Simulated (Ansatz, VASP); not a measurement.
**One calculation of ZrC, two programs**

```
Zr C
1.0
     0.00000    2.32121    2.32121
     2.32121    0.00000    2.32121
     2.32121    2.32121    0.00000
Zr C
1 1
Direct
  0.50000 0.50000 0.50000
  0.00000 0.00000 0.00000
```

Alike in both runs: functional LDA; k mesh 11 × 11 × 11; occupations fermi-dirac, width 0.1 eV; no spin polarisation.

Ansatz relaxed the structure, and its values are those at the end. VASP's run is a single point on that final structure, the one shown.

```csv
,VASP,Ansatz
version,VASP 6.6.1,Ansatz 0.2.0
potentials or method,"VASP PAW LDA potentials, release 64 (Zr_sv, C), cutoff 520 eV",PAW plane waves
valence electrons in the cell,16,16
```

```tsv
	VASP	Ansatz	Ansatz less VASP
gap on the k mesh at the Fermi level (eV)	none	none	-
pressure (GPa)	0.5	0.0	-0.55
```

Ansatz warns that its potentials were made for another functional, while VASP's fit it. LDA's correlation is that of Perdew and Zunger in VASP and of Perdew and Wang (1992) in Ansatz. A gap of «none» marks a metal or a gap that the smearing closes.
